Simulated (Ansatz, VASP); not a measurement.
InSe: VASP beside Ansatz

```
CELL_PARAMETERS angstrom
1.99331 1.15084 8.28885
-1.99331 1.15084 8.28885
0.00000 -2.30168 8.28885
ATOMIC_POSITIONS crystal
In 0.00000 0.00000 0.00000
In 0.11220 0.11220 0.11220
Se 0.61550 0.61550 0.61550
Se 0.83000 0.83000 0.83000
```

Change from the starting cell: volume scaled by 0.99, crystal datasets.

Alike in both runs: task electric field gradients; functional PBE; k mesh 7 × 7 × 7; occupations fermi-dirac, width 0.01 eV; no spin polarisation.

|  | VASP | Ansatz |
| --- | --- | --- |
| version | VASP 6.6.1 | Ansatz 0.2.0 |
| potentials or method | VASP PAW PBE potentials, release 64 (In_d, Se), cutoff 520 eV | all-electron PAW with datasets made for the crystal, scalar-relativistic |

Ansatz gave:

```
gap on the k mesh at the Fermi level (eV)                     : 0.77
pressure (GPa)                                                : 3.5
traceless stress, the component that is largest in VASP (GPa) : -0.50
rms of the force components (eV/Å)                            : 0.143
size of Vzz on the site where it differs most (V/Å²)          : 65.3
```

Q: What did VASP give for the same quantities?

A: gap on the k mesh at the Fermi level (eV): 0.76; pressure (GPa): 3.5; traceless stress, the component that is largest in VASP (GPa): -0.50; rms of the force components (eV/Å): 0.152; size of Vzz on the site where it differs most (V/Å²): 62.3.

Atom by atom the forces differ by 0.009 eV/Å (rms over components). Ansatz ran all-electron here, and VASP with PAW potentials.
